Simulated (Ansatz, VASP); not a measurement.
## One calculation of Cd, two programs

Contents of POSCAR:

```
Cd
1.0
    2.9509006248      0.0000000000      0.0000000000
   -1.4754503124      2.5555549051      0.0000000000
    0.0000000000      0.0000000000      5.8838547497
Cd
2
Direct
    0.3333333333      0.6666666667      0.2500000000
    0.6666666667      0.3333333333      0.7500000000
```

Contents of INCAR.step1:

```
ALGO = Normal
EDIFF = 1E-4
ENCUT = 520
GGA = PE
ISMEAR = 1
LASPH = T
LCHARG = F
LREAL = F
LWAVE = T
NBANDS = 19
NELM = 60
PREC = Accurate
SIGMA = 0.3
```

File INCAR.step2:

```
ALGO = Normal
EDIFF = 1E-7
ENCUT = 520
ISIF = 2
ISMEAR = 1
ISTART = 1
LASPH = T
LCHARG = T
LELF = T
LMIXTAU = T
LREAL = F
LVHAR = T
LWAVE = F
METAGGA = R2SCAN
NBANDS = 19
NELM = 60
PREC = Accurate
SIGMA = 0.3
```

The input KPOINTS:

```
k-points
0
Gamma
  12 12 6
```

Input for Ansatz:

```yaml
crystal:
  lattice:
    - [2.9509006248, 0.0, 0.0]
    - [-1.4754503124, 2.5555549051, 0.0]
    - [0.0, 0.0, 5.8838547497]
  atoms:
    - { symbol: Cd, position: [0.3333333333, 0.6666666667, 0.25] }
    - { symbol: Cd, position: [0.6666666667, 0.3333333333, 0.75] }
hamiltonian:
  xc: r2scan
  pseudopotentials:
    kind: paw
    azcp:
      Cd: "pseudopotentials/Cd.paw.azcp"
basis:
  ecutwfc: 500
  fft_grid_basis: typed
kpoints:
  mp_grid: { grid: [12, 12, 6], shift: [0, 0, 0] }
magnetization:
  spin_polarized: false
scf:
  occupations: { method: methfessel_paxton, width: 0.3 }
  lower_state_search: "off"
output:
  stress: true
  write_density: true
  write_potential: true
  elf: true
  volumetric_format: npy
```

Alike in both runs: task single point; functional r2SCAN; k mesh 12 × 12 × 6; occupations methfessel-paxton of order 1, width 0.3 eV; no spin polarisation.

|  | VASP | Ansatz |
| --- | --- | --- |
| version | VASP 6.6.1 | Ansatz 0.2.0 |
| potentials or method | VASP PAW PBE potentials, release 64 (Cd), cutoff 520 eV | plane waves (500 eV) with PAW, scalar-relativistic |
| valence electrons in the cell | 24 | 40 |

Ansatz gave:

| Quantity | Value |
| --- | --- |
| pressure (GPa) | 0.0 |
| traceless stress, the component that is largest in VASP (GPa) | -0.02 |

What did VASP give for the same quantities?

Pressure (GPa): 0.3; traceless stress, the component that is largest in VASP (GPa): -0.20.

VASP's potentials were made for PBE, not for r2SCAN. With one functional, cell and mesh, what is left measures potentials, basis and numerics. VASP's potentials hold 24 valence electrons a cell and Ansatz's 40, so a difference there can come from the potentials and not from the codes.
